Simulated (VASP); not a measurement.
Hf, 2 atoms in the cell. Symmetry: P6_3/mmc, No. 194, hexagonal system. The conventional cell has a = 3.197 Å, b = 3.197 Å, c = 5.058 Å, α = 90.00°, β = 90.00°, γ = 120.00°. Within 4.1 Å of Hf (site symmetry -6m2) lie 12 Hf at 3.13 to 3.20 Å. 

| Quantity | Value |
| --- | --- |
| Program | VASP 6.6.1 |
| Task | single point |
| Functional | BLYP |
| Potentials or basis | VASP PAW PBE potentials, release 64 (Hf_pv) |
| Cutoff | 520 eV |
| k mesh | 10 × 10 × 5 |
| Occupations | fermi-dirac, width 0.05 eV |
| Spin | no spin polarisation |
| Dipole correction | no |
| Further INCAR settings | ALGO = Normal; EDIFF = 1e-06; NBANDS = 17 |

Potentials or basis: VASP PAW PBE potentials, release 64 (Hf_pv).

Command:

```sh
$ cat potpaw_PBE.64/Hf_pv/POTCAR > POTCAR
$ mpirun -np 1 vasp_std > vasp.out
```

Hardware: 1 thread of Intel(R) Xeon(R) Platinum 8488C (Sapphire Rapids), on a shared host.

Task: How long does it take, and how much memory?

Result: Wall time 19 s on 1 thread of Intel(R) Xeon(R) Platinum 8488C (Sapphire Rapids), with other jobs on the host, peak memory 0.17 GiB. Counts: scf iterations 12, k points 42.
